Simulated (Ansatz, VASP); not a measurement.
## Two plane-wave programs on Hf

The input INCAR:

```
PREC = Accurate
ENCUT = 520
EDIFF = 1E-7
ISMEAR = -1
SIGMA = 0.1
LREAL = False
LASPH = True
NELM = 80
ALGO = Normal
ISIF = 2
LWAVE = False
LCHARG = True
GGA = PE
LELF = True
LVHAR = True
NBANDS = 11
```

KPOINTS

```
Automatic mesh
0
Gamma
  9 9 9
```

File POSCAR:

```
Hf
1.0
   -1.7888107871      1.7888107871      1.7888107871
    1.7888107871     -1.7888107871      1.7888107871
    1.7888107871      1.7888107871     -1.7888107871
Hf
1
Direct
    0.0000000000      0.0000000000      0.0000000000
```

Input for Ansatz:

```yaml
crystal:
  lattice:
    - [-1.7888107871110877, 1.7888107871110877, 1.7888107871110877]
    - [1.7888107871110877, -1.7888107871110877, 1.7888107871110877]
    - [1.7888107871110877, 1.7888107871110877, -1.7888107871110877]
  atoms:
    - { symbol: Hf, position: [0.0, 0.0, 0.0] }
basis:
  ecutwfc: 500.0
kpoints:
  mp_grid:
    grid: [9, 9, 9]
hamiltonian:
  xc: pbe
scf:
  occupations:
    method: fermi_dirac
    width: 0.1
output:
  stress: true
```

Alike in both runs: task single point; functional PBE; k mesh 9 × 9 × 9; occupations fermi-dirac, width 0.1 eV; no spin polarisation.

|  | VASP | Ansatz |
| --- | --- | --- |
| version | VASP 6.6.1 | Ansatz 0.2.0 |
| potentials or method | VASP PAW PBE potentials, release 64 (Hf_pv), cutoff 520 eV | plane waves, PAW |
| valence electrons in the cell | 10 | 26 |

Ansatz gave:

```
pressure (GPa) : -2.2
```

Q: Estimate VASP's values.

A: Pressure (GPa): -2.6.

VASP's potentials hold 10 valence electrons a cell and Ansatz's 26, so a difference there can come from the potentials and not from the codes.

Spin-orbit coupling is off throughout.
